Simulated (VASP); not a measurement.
Wanted: the native input for a VASP 6.6.1 run.

| Quantity | Value |
| --- | --- |
| Task | single point |
| Functional | PBEsol |
| Potentials or basis | VASP PAW PBE potentials, release 64 (N) |
| Cutoff | 520 eV |
| k mesh | 6 × 6 × 2 |
| Occupations | gaussian, width 0.05 eV |
| Spin | no spin polarisation |
| Dipole correction | no |
| Further INCAR settings | ALGO = Normal; EDIFF = 1e-06; NBANDS = 30 |

The structure of N lies in POSCAR:

```
N
1.0
   -4.6258169325      0.0000000000      0.0000000000
   -2.3129084662     -4.0060749768      0.0000000000
   -0.7709694888      1.3353583256     14.3224973438
N
8
Direct
    0.0349767864      0.6316898802      0.8950696407
    0.1981524418      0.4685142249      0.4055426746
    0.0605750864      0.6060915802      0.8182747407
    0.2237507418      0.4429159249      0.3287477746
    0.6130736028      0.7202597305      0.1607791915
    0.4498979475      0.8834353859      0.6503061576
    0.6386719028      0.6946614305      0.0839842915
    0.4754962474      0.8578370859      0.5735112577
```

This cell differs from its parent crystal: the part above a cut slid along it.

These files were run (other wordings do the same):

INCAR

```
SYSTEM = N
  PREC = Accurate
  ENCUT = 520
  EDIFF = 1E-6
  ISMEAR = 0
  SIGMA = 0.05
  LREAL = .FALSE.
  LASPH = .TRUE.
  NELM = 80
  ALGO = Normal
  ISIF = 2
  LWAVE = .FALSE.
  LCHARG = .TRUE.
  GGA = PS
  LELF = .TRUE.
  LVHAR = .TRUE.
  NBANDS = 30
```

KPOINTS

```
Automatic mesh
0
G
  6 6 2
  0 0 0
```

Potentials or basis: VASP PAW PBE potentials, release 64 (N).

Run with:

```sh
$ cat potpaw_PBE.64/N/POTCAR > POTCAR
$ mpirun -np 1 vasp_std > vasp.out
```

It gave:

```yaml
Pressure: 1.6 GPa
Largest_force: 1.905 eV/Å
Band_gap_on_the_k_mesh: 7.35 eV (least direct gap 7.47 eV)
```

Caveat: the cell differs from its parent crystal (the part above a cut slid along it); the standard files for N, O and F lose accuracy on very short bonds; the stress differs along the axes, from -0 to 5 GPa; this functional lacks dispersion, which holds the molecules together, so the pressure and a relaxed volume are unreliable; the PAW data sets were made with another functional, which shifts forces and pressure a little.

Wall time 110 s on 1 thread of Intel(R) Xeon(R) 6975P-C (Granite Rapids), on a shared host, peak memory 0.49 GiB.
